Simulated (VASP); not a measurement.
# Zr7O16 (P1) in VASP: further runs, part 2 of 2

VASP 6.6.1.

### Step 3. Single point, PBE

The input, INCAR:

```
SYSTEM = Zr7O16
ALGO = Normal
EDIFF = 1E-7
ENCUT = 520
GGA = PE
ISIF = 2
ISMEAR = 0
ISYM = 0
LASPH = .TRUE.
LCHARG = .FALSE.
LREAL = Auto
LWAVE = .FALSE.
NBANDS = 107
NELM = 60
PREC = Accurate
SIGMA = 0.1
```

The input, KPOINTS:

```
Automatic mesh
0
Gamma
  2 2 2
  0.5 0.5 0.5
```

The input, POSCAR:

```
Zr7O16
1.0
    0.1979686292      5.2804229044      5.4531487450
    5.3878498193      0.2297294411      5.4213879332
    5.4332961654      5.2941084387      0.1842830950
Zr O
7 16
Direct
    0.0138971359      0.5071545023      0.4635729107
    1.0261671070      0.5008195953      0.9999202673
    1.0342085727      0.9994038688      1.0215347042
    0.5278620498      0.5113456242      0.5145314436
    0.4824645701      0.4952220713      0.9967983739
    0.5310022103     -0.0213843120      0.5102394044
    0.5169034750      0.0217701310      0.9878599209
    0.1578820845      0.1434051028      0.0653726678
    0.0363000515      0.2007665164      0.7091316169
    0.1248786635      0.6568865976      0.0989874596
    0.1748269355      0.5411888027      0.6042091083
    0.6990800033      0.1402442509      0.0226597258
    0.5613894002      0.1785177425      0.6149881061
    0.5381005829      0.5912622923      0.1838531063
    0.6624077138      0.5858651634      0.6518308318
    0.3500812605      0.2856922014      0.3313654609
    0.3757961265      0.3970115542      0.8729823862
    0.4615504117      0.8647953136      0.3428127927
    0.3875038548      0.8643189841      0.8476324919
    0.8676371976      0.4349909104      0.3372414531
    0.7399852905      0.4385355020      1.0751883651
    0.8636528883      0.8718495515      0.3695153839
    0.8208135226      0.8112561784      0.8829698887
```

Potentials or basis: VASP PAW PBE potentials, release 64 (Zr_sv, O).

The run is started by

```
> cat potpaw_PBE.64/Zr_sv/POTCAR potpaw_PBE.64/O/POTCAR > POTCAR
> mpirun -np 1 vasp_std > vasp.out
```

OUTCAR:

```text
SYSTEM = Zr7O16
   EDIFF = 1E-7
   ENCUT = 520
   GGA = PE
   ISIF = 2
   ISMEAR = 0
   ISYM = 0
   LASPH = .TRUE.
   LREAL = Auto
   NELM = 60
   PREC = Accurate

 ion  position               nearest neighbor table
   1  0.014  0.507  0.464-   9 2.04  11 2.17  15 2.17  22 2.19  20 2.19  16 2.20  10 2.21   3 3.44
                             5 3.47   6 3.48   4 3.49   2 3.50   6 3.79   3 3.90
   2  0.026  0.501  1.000-  23 1.99  20 2.08  17 2.11   8 2.18  21 2.20  10 2.26  11 2.50   5 3.43
                             1 3.50   7 3.51   4 3.67   3 3.72   7 3.73   4 3.77
   3  0.034  0.999  0.022-   9 2.00   8 2.02  10 2.11  12 2.15  22 2.15  19 2.18   1 3.44   5 3.49
                             7 3.63   6 3.69   2 3.72   6 3.75   5 3.82   1 3.90
   4  0.528  0.511  0.515-  20 2.09  13 2.12  18 2.15  17 2.18  15 2.20  14 2.20  11 2.30   5 3.43
                             1 3.49   7 3.52   6 3.57   2 3.67   2 3.77   7 3.78
   5  0.482  0.495  0.997-  17 2.08  21 2.09  15 2.13  10 2.16  16 2.17  14 2.20  19 2.22  12 2.23
                             2 3.43   4 3.43   1 3.47   3 3.49   7 3.52   6 3.56   6 3.76   3 3.82
   6  0.531  0.979  0.510-  22 2.01  16 2.05  19 2.05  13 2.22  18 2.25  15 2.34   1 3.48   5 3.56
                             4 3.57   3 3.69   3 3.75   7 3.76   5 3.76   1 3.79   7 3.85
   7  0.517  0.022  0.988-  23 1.99  18 2.18   8 2.19  12 2.20  17 2.24  13 2.31  19 2.71  14 2.73
                             2 3.51   4 3.52   5 3.52   3 3.63   2 3.73   6 3.76   4 3.78   6 3.85
   8  0.158  0.143  0.065-   3 2.02   2 2.18   7 2.19
   9  0.036  0.201  0.709-   3 2.00   1 2.04
  10  0.125  0.657  0.099-   3 2.11   5 2.16   1 2.21   2 2.26
  11  0.175  0.541  0.604-   1 2.17   4 2.30   2 2.50
  12  0.699  0.140  0.023-   3 2.15   7 2.20   5 2.23
  13  0.561  0.179  0.615-   4 2.12   6 2.22   7 2.31
  14  0.538  0.591  0.184-  21 1.47   5 2.20   4 2.20   7 2.73
  15  0.662  0.586  0.652-   5 2.13   1 2.17   4 2.20   6 2.34
  16  0.350  0.286  0.331-   6 2.05   5 2.17   1 2.20
  17  0.376  0.397  0.873-   5 2.08   2 2.11   4 2.18   7 2.24
  18  0.462  0.865  0.343-   4 2.15   7 2.18   6 2.25
  19  0.388  0.864  0.848-   6 2.05   3 2.18   5 2.22   7 2.71
  20  0.868  0.435  0.337-   2 2.08   4 2.09   1 2.19
  21  0.740  0.439  0.075-  14 1.47   5 2.09   2 2.20
  22  0.864  0.872  0.370-   6 2.01   3 2.15   1 2.19
  23  0.821  0.811  0.883-   2 1.99   7 1.99

IMPORTANT INFORMATION: All symmetrisations will be switched off!
NOSYMM: (Re-)initialisation of all symmetry stuff for point group C_1.

----------------------------------------------------------------------------------------

                                     Primitive cell

  volume of cell :     293.3620

  direct lattice vectors                    reciprocal lattice vectors
     0.197968629  5.280422904  5.453148745    -0.097691864  0.097023871  0.092976164
     5.387849819  0.229729441  5.421387933     0.095092304 -0.100872268  0.094225000
     5.433296165  5.294108439  0.184283095     0.093312946  0.096493350 -0.096824560

  length of vectors
     7.593345038  7.646773726  7.588297018     0.166138193  0.167618947  0.165509117

  position of ions in fractional coordinates (direct lattice)
     0.013897136  0.507154502  0.463572911
     0.026167107  0.500819595  0.999920267
     0.034208573  0.999403869  0.021534704
     0.527862050  0.511345624  0.514531444
     0.482464570  0.495222071  0.996798374
     0.531002210  0.978615688  0.510239404
[... 15 lines left out ...]
     0.863652888  0.871849551  0.369515384
     0.820813523  0.811256178  0.882969889

  ion indices of the primitive-cell ions
   primitive index   ion index
                 1           1
[... 56 lines left out ...]
   number of dos      NEDOS =    301   number of ions     NIONS =     23
   total plane-waves  NPLWV = 188160
   dimension x,y,z NGX =    56 NGY =   60 NGZ =   56
   dimension x,y,z NGXF=   112 NGYF=  120 NGZF=  112
   ions per type =               7  16
   NGX,Y,Z   is equivalent  to a cutoff of  12.26, 13.04, 12.27 a.u.
   NGXF,Y,Z  is equivalent  to a cutoff of  24.52, 26.09, 24.54 a.u.
 SYSTEM =  Zr7O16
   PREC   = accura    normal or accurate (medium, high low for compatibility)
   ISTART =      0    job   : 0-new  1-cont  2-samecut
   ICHARG =      2    charge: 1-file 2-atom 10-const
   ISPIN  =      1    spin polarized calculation?
   LNONCOLLINEAR =      F non collinear calculations
   LSORBIT =      F    spin-orbit coupling
   LASPH  =      T    aspherical Exc in radial PAW
   ENCUT  =  520.0 eV  38.22 Ry    6.18 a.u.  14.12 14.22 14.11*2*pi/ulx,y,z
   NELM   =     60;   NELMIN=  2; NELMDL= -5     # of ELM steps
   EDIFF  = 0.1E-06   stopping-criterion for ELM
   LREAL  =      T    real-space projection
   EDIFFG = 0.1E-05   stopping-criterion for IOM
   NSW    =      0    number of steps for IOM
   IBRION =     -1    ionic relax: 0-MD 1-quasi-New 2-CG
   NFREE  =      0    steps in history (QN), initial steepest desc. (CG)
   ISIF   =      2    stress and relaxation
   ISYM   =      0    0-nonsym 1-usesym 2-fastsym
   POTIM  = 0.5000    time-step for ionic-motion
   TEBEG  =    0.0;   TEEND  =   0.0 temperature during run
   PSTRESS=    0.0 pullay stress
   NELECT =     180.0000    total number of electrons
   NUPDOWN=      -1.0000    fix difference up-down
   EMIN   =  10.00;   EMAX   =-10.00  energy-range for DOS
   EFERMI =   0.00;   METHOD = LEGACY
   ISMEAR =     0;   SIGMA  =   0.10  broadening in eV -4-tet -1-fermi 0-gaus
   EFERMI_NEDOS =   21; number of points for ismear=-14 and -15
   IALGO  =     38    algorithm
   IMIX   =      4    mixing-type and parameters
     AMIX     =   0.40;   BMIX     =  1.00
     AMIX_MAG =   1.60;   BMIX_MAG =  1.00
  volume/ion in A,a.u.               =      12.75        86.07
  Fermi-wavevector in a.u.,A,eV,Ry     =   1.391119  2.628834 26.330171  1.935213
  Thomas-Fermi vector in A             =   2.514989
   LORBIT       =      0    0 simple, 1 ext, 2 COOP (PROOUT), +10 PAW based schemes
   GGA     = PE    functional components
   LHFCALC =     F    Hartree Fock is set to
   AEXX    =    0.0000 exact exchange contribution
   IVDW    =     0    specifies the selected vdW correction
   LEPSILON=     F    determine dielectric tensor
   LRPA    =     F    only Hartree local field effects (RPA)
 non-spin polarized calculation
 Gauss-broadening in eV      SIGMA  =   0.10
  energy-cutoff  :      520.00
  volume of cell :      293.36
 maximum number of plane-waves:      7922
   NGX = 29   NGY = 29   NGZ = 29

 number of electron     180.0000004 magnetization

 Free energy of the ion-electron system (eV)
  ---------------------------------------------------
  ext. energy  EPLUGINS =         0.00000000
  ---------------------------------------------------
  free energy    TOTEN  =      -206.06596042 eV

  energy without entropy =     -206.02558029  energy(sigma->0) =     -206.04577035

 E-fermi :   4.3158     XC(G=0): -10.6076

 val. band max:        4.2669757890   @ k =  -0.2500  -0.2500   0.2500
 cond. band min:       4.3681873225   @ k =   0.2500  -0.2500   0.2500
 fundamental gap:      0.1012115335
 Fermi energy:         4.3157549394

 k-point     1 :       0.2500    0.2500    0.2500
  band No.  band energies     occupation
      1     -43.5339      2.00000
      2     -43.3571      2.00000
      3     -43.2737      2.00000
      4     -43.2639      2.00000
      5     -43.2307      2.00000
      6     -43.1802      2.00000
[... 409 lines left out ...]
    101       9.4540      0.00000
    102       9.6039      0.00000
 [bands above 102 left out]

------------------------ aborting loop because EDIFF is reached ----------------------------------------

  FORCE on cell =-STRESS in cart. coord.  units (eV):
  Direction    XX          YY          ZZ          XY          YZ          ZX
  --------------------------------------------------------------------------------------
  -------------------------------------------------------------------------------------
  Total        0.7224040      0.4755373      0.4306487     -0.1142522      0.0004985     -0.0241063
  in kB        3.9453620      2.5971157      2.3519597     -0.6239809      0.0027226     -0.1316550
  external PRESSURE =       2.9648124 kB  Pullay stress =       0.0000000 kB

 VOLUME and BASIS-vectors are now :
 -----------------------------------------------------------------------------
  energy-cutoff  :      520.00
  volume of cell :      293.36
      direct lattice vectors                 reciprocal lattice vectors
     0.197968629  5.280422904  5.453148745    -0.097691864  0.097023871  0.092976164
     5.387849819  0.229729441  5.421387933     0.095092304 -0.100872268  0.094225000
     5.433296165  5.294108439  0.184283095     0.093312946  0.096493350 -0.096824560

 POSITION                                       TOTAL-FORCE (eV/Angst)
 -----------------------------------------------------------------------------------
      5.25395      2.64410      2.91069        -0.021831     -0.020911      0.016249
      8.13638      5.54691      3.04210        -0.013460      0.028692     -0.016673
      5.50841      0.52424      5.60867         0.012394      0.012626     -0.020436
      5.65516      5.62879      5.74553        -0.005966      0.015353      0.019760
      8.17960      7.93854      5.49944        -0.022331     -0.007027     -0.012372
      8.15004      5.73000      8.29512         0.015777     -0.018610     -0.016475
[... 15 lines left out ...]
      6.87606      6.71700      9.50436        -0.005932      0.024097      0.007095
      9.33086      9.19515      9.03687        -0.027176     -0.012494      0.020040
 -----------------------------------------------------------------------------------
    total drift:                               -0.005567     -0.004838     -0.009565

  FREE ENERGIE OF THE ION-ELECTRON SYSTEM (eV)
  ---------------------------------------------------
  free  energy   TOTEN  =      -206.0659604155 eV

  energy  without entropy=     -206.0255802929  energy(sigma->0) =     -206.04577035
```

Run time: 4.5 min. Hardware: 1 thread of Intel Xeon 6975P-C (Granite Rapids), shared host; peak memory 0.46 GiB.

Results:

- Free energy: -206.0660 eV
- Pressure: 0.3 GPa
- Largest force: 0.250 eV/Å
- Band gap on the k mesh: zero (bands 90 and 91 overlap by 0.10 eV)

Forces in eV/Å, atoms in the order of the input:
```
Zr  -0.022 -0.021  0.016
Zr  -0.013  0.029 -0.017
Zr   0.012  0.013 -0.020
Zr  -0.006  0.015  0.020
Zr  -0.022 -0.007 -0.012
Zr   0.016 -0.019 -0.016
Zr   0.043 -0.033 -0.031
O    0.006  0.018  0.019
O   -0.021 -0.003 -0.001
O   -0.008 -0.010 -0.003
O    0.008 -0.006  0.016
O    0.008 -0.015 -0.011
O   -0.016  0.001 -0.013
O    0.242 -0.059 -0.022
O   -0.001 -0.001 -0.008
O    0.011 -0.022  0.006
O   -0.022  0.003  0.008
O   -0.010 -0.004  0.017
O    0.015  0.019 -0.004
O    0.020  0.009 -0.021
O   -0.206  0.081  0.052
O   -0.006  0.024  0.007
O   -0.027 -0.012  0.020
```

Caveat: the k points lie up to 0.53 Å⁻¹ apart.
